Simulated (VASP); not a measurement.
# Hf3TiN4 (Pm-3m) in VASP: notebook

Hf3TiN4 is run at these levels: PBE; tasks: single point.

Everything below comes from runs of VASP 6.6.1. Logs are shortened: lines on timing, memory, paths and dates and some standing lists are left out, and cuts for length are marked.

**1. The cell of the first run**

The structure is cubic, space group Pm-3m (No. 221). Conventional cell: a = 4.490 Å, b = 4.490 Å, c = 4.490 Å, α = 90.00°, β = 90.00°, γ = 90.00°. Hf (site symmetry 4/mmm) has 6 N at 2.25 Å within 3.0 Å. Ti (site symmetry m-3m) has 6 N at 2.25 Å within 3.0 Å. Within 3.0 Å of N (site symmetry 4/mmm) lie 4 Hf at 2.25 Å and 2 Ti at 2.25 Å. N (site symmetry m-3m) has 6 Hf at 2.25 Å within 3.0 Å.

**2. Single point, PBE**

Input file INCAR:

```
  PREC = Accurate
  ENCUT = 520
  EDIFF = 1E-6
  ISMEAR = 0
  SIGMA = 0.1
  LREAL = F
  LASPH = T
  NELM = 100
  ALGO = Normal
  ISIF = 2
  LWAVE = F
  LCHARG = F
  GGA = PE
  NBANDS = 41
```

Input file KPOINTS:

```
Automatic mesh
0
Gamma
  8 8 8
```

Input file POSCAR:

```
Hf3TiN4
1.0
    4.4904644000      0.0000000000      0.0000000000
    0.0000000000      4.4904644000      0.0000000000
    0.0000000000      0.0000000000      4.4904644000
Hf Ti N
3 1 4
Direct
    0.5000000000      0.0000000000      0.0000000000
    0.0000000000      0.0000000000      0.5000000000
    0.0000000000      0.5000000000      0.0000000000
    0.5000000000      0.5000000000      0.5000000000
    0.0000000000      0.5000000000      0.5000000000
    0.5000000000      0.5000000000      0.0000000000
    0.0000000000      0.0000000000      0.0000000000
    0.5000000000      0.0000000000      0.5000000000
```

Potentials or basis: VASP PAW PBE potentials, release 64 (Hf_pv, Ti_sv, N).

Launch:

```sh
> cat potpaw_PBE.64/Hf_pv/POTCAR potpaw_PBE.64/Ti_sv/POTCAR potpaw_PBE.64/N/POTCAR > POTCAR
> mpirun -np 1 vasp_std > vasp.out
```

OUTCAR:

```text
PREC = Accurate
   ENCUT = 520
   EDIFF = 1E-6
   ISMEAR = 0
   LREAL = F
   LASPH = T
   NELM = 100
   ISIF = 2
   GGA = PE

 ion  position               nearest neighbor table
   1  0.500  0.000  0.000-   6 2.25   7 2.25   8 2.25   8 2.25   6 2.25   7 2.25   2 3.18   4 3.18
                             2 3.18   3 3.18   4 3.18   3 3.18   4 3.18   2 3.18   3 3.18   4 3.18
   2  0.000  0.000  0.500-   5 2.25   7 2.25   8 2.25   7 2.25   5 2.25   8 2.25   1 3.18   3 3.18
                             1 3.18   3 3.18   4 3.18   3 3.18   3 3.18   1 3.18   4 3.18   4 3.18
   3  0.000  0.500  0.000-   5 2.25   6 2.25   7 2.25   5 2.25   7 2.25   6 2.25   2 3.18   4 3.18
                             1 3.18   1 3.18   2 3.18   2 3.18   2 3.18   1 3.18   4 3.18   4 3.18
   4  0.500  0.500  0.500-   5 2.25   6 2.25   8 2.25   6 2.25   8 2.25   5 2.25   1 3.18   3 3.18
                             1 3.18   1 3.18   2 3.18   2 3.18   1 3.18   2 3.18   3 3.18   3 3.18
   5  0.000  0.500  0.500-   2 2.25   3 2.25   4 2.25   3 2.25   2 2.25   4 2.25
   6  0.500  0.500  0.000-   1 2.25   3 2.25   4 2.25   4 2.25   1 2.25   3 2.25
   7  0.000  0.000  0.000-   1 2.25   2 2.25   3 2.25   2 2.25   3 2.25   1 2.25
   8  0.500  0.000  0.500-   1 2.25   2 2.25   4 2.25   1 2.25   4 2.25   2 2.25

  LATTYP: Found a simple cubic cell.
 ALAT       =     4.4904644000

  Lattice vectors:

 A1 = (   4.4904644000,   0.0000000000,   0.0000000000)
 A2 = (   0.0000000000,   4.4904644000,   0.0000000000)
 A3 = (   0.0000000000,   0.0000000000,   4.4904644000)

Analysis of symmetry for initial positions (statically):
=====================================================================
 Subroutine PRICEL returns:
 Original cell was already a primitive cell.

 Routine SETGRP: Setting up the symmetry group for a
 simple cubic supercell.

 Subroutine GETGRP returns: Found 48 space group operations
 (whereof 48 operations were pure point group operations)
 out of a pool of 48 trial point group operations.

The static configuration has the point symmetry O_h .

Analysis of symmetry for dynamics (positions and initial velocities):
=====================================================================
 Subroutine PRICEL returns:
 Original cell was already a primitive cell.

 Routine SETGRP: Setting up the symmetry group for a
 simple cubic supercell.

 Subroutine GETGRP returns: Found 48 space group operations
 (whereof 48 operations were pure point group operations)
 out of a pool of 48 trial point group operations.

The dynamic configuration has the point symmetry O_h .

 Subroutine INISYM returns: Found 48 space group operations
 (whereof 48 operations are pure point group operations),
 and found     1 'primitive' translations

----------------------------------------------------------------------------------------

                                     Primitive cell

  volume of cell :      90.5469

  direct lattice vectors                    reciprocal lattice vectors
     4.490464400  0.000000000  0.000000000     0.222694116  0.000000000  0.000000000
     0.000000000  4.490464400  0.000000000     0.000000000  0.222694116  0.000000000
     0.000000000  0.000000000  4.490464400     0.000000000  0.000000000  0.222694116

  length of vectors
     4.490464400  4.490464400  4.490464400     0.222694116  0.222694116  0.222694116

  position of ions in fractional coordinates (direct lattice)
     0.500000000  0.000000000  0.000000000
     0.000000000  0.000000000  0.500000000
     0.000000000  0.500000000  0.000000000
     0.500000000  0.500000000  0.500000000
     0.000000000  0.500000000  0.500000000
     0.500000000  0.500000000  0.000000000
     0.000000000  0.000000000  0.000000000
     0.500000000  0.000000000  0.500000000

  ion indices of the primitive-cell ions
   primitive index   ion index
                 1           1
                 2           2
                 3           3
                 4           4
                 5           5
                 6           6
                 7           7
                 8           8

----------------------------------------------------------------------------------------

 KPOINTS: Automatic mesh

Automatic generation of k-mesh.
 Grid dimensions read from file:
 generate k-points for:    8    8    8

 Generating k-lattice:

  Cartesian coordinates                     Fractional coordinates (reciprocal lattice)
     0.027836765  0.000000000  0.000000000     0.125000000  0.000000000  0.000000000
     0.000000000  0.027836765  0.000000000     0.000000000  0.125000000  0.000000000
     0.000000000  0.000000000  0.027836765     0.000000000  0.000000000  0.125000000

  Length of vectors
     0.027836765  0.027836765  0.027836765

  Shift w.r.t. Gamma in fractional coordinates (k-lattice)
     0.000000000  0.000000000  0.000000000

 Subroutine IBZKPT returns following result:
 ===========================================

 Found     35 irreducible k-points:

 Following reciprocal coordinates:
            Coordinates               Weight
  0.000000  0.000000  0.000000      1.000000
  0.125000  0.000000  0.000000      6.000000
  0.250000  0.000000  0.000000      6.000000
  0.375000  0.000000  0.000000      6.000000
  0.500000  0.000000  0.000000      3.000000
  0.125000  0.125000  0.000000     12.000000
[... 16 lines left out ...]
  0.375000  0.375000  0.125000     24.000000
  0.500000  0.375000  0.125000     24.000000
 [... further k-points ...]
   k-points           NKPTS =     35   k-points in BZ     NKDIM =     35   number of bands    NBANDS=     41
   number of dos      NEDOS =    301   number of ions     NIONS =      8
   total plane-waves  NPLWV =  46656
   dimension x,y,z NGX =    36 NGY =   36 NGZ =   36
   dimension x,y,z NGXF=    72 NGYF=   72 NGZF=   72
   ions per type =               3   1   4
   NGX,Y,Z   is equivalent  to a cutoff of  13.33, 13.33, 13.33 a.u.
   NGXF,Y,Z  is equivalent  to a cutoff of  26.66, 26.66, 26.66 a.u.
 SYSTEM =  unknown system
   PREC   = accura    normal or accurate (medium, high low for compatibility)
   ISTART =      0    job   : 0-new  1-cont  2-samecut
   ICHARG =      2    charge: 1-file 2-atom 10-const
   ISPIN  =      1    spin polarized calculation?
   LNONCOLLINEAR =      F non collinear calculations
   LSORBIT =      F    spin-orbit coupling
   LASPH  =      T    aspherical Exc in radial PAW
   ENCUT  =  520.0 eV  38.22 Ry    6.18 a.u.   8.35  8.35  8.35*2*pi/ulx,y,z
   NELM   =    100;   NELMIN=  2; NELMDL= -5     # of ELM steps
   EDIFF  = 0.1E-05   stopping-criterion for ELM
   LREAL  =      F    real-space projection
   EDIFFG = 0.1E-04   stopping-criterion for IOM
   NSW    =      0    number of steps for IOM
   IBRION =     -1    ionic relax: 0-MD 1-quasi-New 2-CG
   NFREE  =      0    steps in history (QN), initial steepest desc. (CG)
   ISIF   =      2    stress and relaxation
   ISYM   =      2    0-nonsym 1-usesym 2-fastsym
   POTIM  = 0.5000    time-step for ionic-motion
   TEBEG  =    0.0;   TEEND  =   0.0 temperature during run
   PSTRESS=    0.0 pullay stress
   NELECT =      62.0000    total number of electrons
   NUPDOWN=      -1.0000    fix difference up-down
   EMIN   =  10.00;   EMAX   =-10.00  energy-range for DOS
   EFERMI =   0.00;   METHOD = LEGACY
   ISMEAR =     0;   SIGMA  =   0.10  broadening in eV -4-tet -1-fermi 0-gaus
   EFERMI_NEDOS =   21; number of points for ismear=-14 and -15
   IALGO  =     38    algorithm
   IMIX   =      4    mixing-type and parameters
     AMIX     =   0.40;   BMIX     =  1.00
     AMIX_MAG =   1.60;   BMIX_MAG =  1.00
  volume/ion in A,a.u.               =      11.32        76.38
  Fermi-wavevector in a.u.,A,eV,Ry     =   1.442937  2.726756 28.328257  2.082068
  Thomas-Fermi vector in A             =   2.561401
   LORBIT       =      0    0 simple, 1 ext, 2 COOP (PROOUT), +10 PAW based schemes
   GGA     = PE    functional components
   LHFCALC =     F    Hartree Fock is set to
   AEXX    =    0.0000 exact exchange contribution
   IVDW    =     0    specifies the selected vdW correction
   LEPSILON=     F    determine dielectric tensor
   LRPA    =     F    only Hartree local field effects (RPA)
 non-spin polarized calculation
 Gauss-broadening in eV      SIGMA  =   0.10
  energy-cutoff  :      520.00
  volume of cell :       90.55
 maximum number of plane-waves:      2469
 NGX is ok and might be reduce to    36
   NGX = 17   NGY = 17   NGZ = 17

 number of electron      61.9999993 magnetization

 Free energy of the ion-electron system (eV)
  ---------------------------------------------------
  ext. energy  EPLUGINS =         0.00000000
  ---------------------------------------------------
  free energy    TOTEN  =       -84.79512763 eV

  energy without entropy =      -84.77565058  energy(sigma->0) =      -84.78538910

 E-fermi :   8.7041     XC(G=0): -12.6470

 val. band max:        8.6768622361   @ k =   0.1250   0.1250   0.1250
 cond. band min:       8.7295616474   @ k =   0.3750   0.2500   0.1250
 fundamental gap:      0.0526994113
 Fermi energy:         8.7041012845

 k-point     1 :       0.0000    0.0000    0.0000
  band No.  band energies     occupation
      1     -49.1906      2.00000
      2     -25.4894      2.00000
      3     -25.4894      2.00000
      4     -25.4894      2.00000
      5     -22.9956      2.00000
      6     -22.9956      2.00000
[... 33 lines left out ...]
     40      11.8142      0.00000
     41      12.1644      0.00000

 k-point     2 :       0.1250    0.0000    0.0000
  band No.  band energies     occupation
      1     -49.1906      2.00000
      2     -25.4896      2.00000
      3     -25.4886      2.00000
      4     -25.4886      2.00000
      5     -22.9840      2.00000
      6     -22.9840      2.00000
[... 957 lines left out ...]
     40      12.4013      0.00000
     41      12.5616      0.00000

 k-point    24 :       0.5000    0.3750    0.1250
  band No.  band energies     occupation
      1     -49.1903      2.00000
      2     -25.4997      2.00000
      3     -25.4986      2.00000
      4     -25.4839      2.00000
      5     -23.1060      2.00000
      6     -22.9822      2.00000
[... 33 lines left out ...]
     40      12.0389      0.00000
     41      12.3935      0.00000

 [... further k-points ...]

------------------------ aborting loop because EDIFF is reached ----------------------------------------

  FORCE on cell =-STRESS in cart. coord.  units (eV):
  Direction    XX          YY          ZZ          XY          YZ          ZX
  --------------------------------------------------------------------------------------
  -------------------------------------------------------------------------------------
  Total       -1.0435622     -1.0435622     -1.0435622      0.0000000      0.0000000      0.0000000
  in kB      -18.4652480    -18.4652480    -18.4652480      0.0000000      0.0000000      0.0000000
  external PRESSURE =     -18.4652480 kB  Pullay stress =       0.0000000 kB

 VOLUME and BASIS-vectors are now :
 -----------------------------------------------------------------------------
  energy-cutoff  :      520.00
  volume of cell :       90.55
      direct lattice vectors                 reciprocal lattice vectors
     4.490464400  0.000000000  0.000000000     0.222694116  0.000000000  0.000000000
     0.000000000  4.490464400  0.000000000     0.000000000  0.222694116  0.000000000
     0.000000000  0.000000000  4.490464400     0.000000000  0.000000000  0.222694116

 POSITION                                       TOTAL-FORCE (eV/Angst)
 -----------------------------------------------------------------------------------
      2.24523      0.00000      0.00000         0.000000      0.000000      0.000000
      0.00000      0.00000      2.24523         0.000000      0.000000      0.000000
      0.00000      2.24523      0.00000         0.000000      0.000000      0.000000
      2.24523      2.24523      2.24523         0.000000      0.000000      0.000000
      0.00000      2.24523      2.24523         0.000000      0.000000      0.000000
      2.24523      2.24523      0.00000         0.000000      0.000000      0.000000
      0.00000      0.00000      0.00000         0.000000      0.000000      0.000000
      2.24523      0.00000      2.24523         0.000000      0.000000      0.000000
 -----------------------------------------------------------------------------------
    total drift:                                0.000000      0.000000      0.000000

  FREE ENERGIE OF THE ION-ELECTRON SYSTEM (eV)
  ---------------------------------------------------
  free  energy   TOTEN  =       -84.7951276263 eV

  energy  without entropy=      -84.7756505832  energy(sigma->0) =      -84.78538910
```

Wall time 2.9 min (1 thread of Intel Xeon Platinum 8124M at 3.00GHz (Skylake/Cascade Lake), shared host); peak memory 0.28 GiB.

Results:

```yaml
Free_energy: -84.7951 eV
Pressure: -1.8 GPa
Band_gap_on_the_k_mesh: zero (bands 31 and 32 overlap by 4.02 eV)
```

Caveat: spin-orbit coupling is left out, which moves the levels of the heavy elements.

[end of part 1 of 2]

The gap in the log of VASP goes by the Fermi energy; the results here count the filled bands.